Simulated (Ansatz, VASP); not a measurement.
# C in VASP and in Ansatz

INCAR

```
SYSTEM = C
  PREC = Accurate
  ENCUT = 520
  EDIFF = 1E-7
  ISMEAR = -1
  SIGMA = 0.05
  LREAL = .False.
  LASPH = .True.
  NELM = 60
  ALGO = Normal
  ISIF = 2
  LWAVE = .False.
  LCHARG = .False.
  GGA = RE
  IVDW = 12
  NBANDS = 11
```

KPOINTS

```
regular mesh
0
Gamma
  13 13 13
  0 0 0
```

The input POSCAR:

```
C
1.0
    0.0000000000      1.8183469191      1.8183469191
    1.8183469191      0.0000000000      1.8183469191
    1.8183469191      1.8183469191      0.0000000000
C
2
Direct
    0.7500000000      0.7500000000      0.7500000000
    0.5000000000      0.5000000000      0.5000000000
```

The input input.yaml:

```yaml
crystal:
  lattice:
    - [0.0, 1.8183469191, 1.8183469191]
    - [1.8183469191, 0.0, 1.8183469191]
    - [1.8183469191, 1.8183469191, 0.0]
  atoms:
    - { symbol: C, position: [0.75, 0.75, 0.75] }
    - { symbol: C, position: [0.5, 0.5, 0.5] }
hamiltonian:
  xc: revpbe
  pseudopotentials: { kind: paw }
  dispersion: d3bj
kpoints:
  mp_grid: { grid: [13, 13, 13] }
scf:
  occupations: { method: fermi_dirac, width: 0.05 }
output:
  forces: true
  stress: true
  eigenvalues: true
```

Alike in both runs: task single point; functional revPBE; dispersion D3(BJ); k mesh 13 × 13 × 13; occupations fermi-dirac, width 0.05 eV; no spin polarisation.

```csv
,VASP,Ansatz
version,VASP 6.6.1,Ansatz 0.2.0
potentials or method,"VASP PAW PBE potentials, release 64 (C)",Ansatz PAW
plane-wave cutoff (eV),520,420
valence electrons in the cell,8,8
```

Ansatz gave:

| Property | Result |
| --- | --- |
| gap on the k mesh at the Fermi level (eV) | 4.03 |
| least direct gap on the mesh (eV) | 5.44 |
| pressure (GPa) | -26.7 |

Task: Which values does VASP return?

Result: gap on the k mesh at the Fermi level (eV): 4.01; least direct gap on the mesh (eV): 5.43; pressure (GPa): -26.3.

VASP's potentials were made for PBE, not for revPBE.

Noted on Ansatz's run: odd divisions of the mesh miss points on the zone boundary, where band edges often lie, so the gap on the mesh can be too wide.
